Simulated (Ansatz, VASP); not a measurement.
## Two plane-wave programs on Si

```
Si
1.0
     0.00000    2.73483    2.73483
     2.73483    0.00000    2.73483
     2.73483    2.73483    0.00000
Si
2
Direct
  0.00000 0.00000 0.00000
  0.25000 0.25000 0.25000
```

Alike in both runs: functional PBE; k mesh 10 × 10 × 10; occupations gaussian, width 0.02 eV; no spin polarisation.

Ansatz relaxed the structure, and its values are those at the end. VASP's run is a single point on that final structure, the one shown.

|  | VASP | Ansatz |
| --- | --- | --- |
| version | VASP 6.6.1 | Ansatz 0.2.0 |
| potentials or method | VASP PAW PBE potentials, release 64 (Si), cutoff 500 eV | scalar-relativistic, plane waves, PAW |
| valence electrons in the cell | 8 | 8 |

VASP gave:

```
gap on the k mesh at the Fermi level (eV) : 0.62
least direct gap on the mesh (eV)         : 2.56
pressure (GPa)                            : 0.0
```

Estimate Ansatz's values.

gap on the k mesh at the Fermi level (eV): 0.62; least direct gap on the mesh (eV): 2.55; pressure (GPa): 0.0.

With one functional, cell and mesh, what is left measures potentials, basis and numerics.
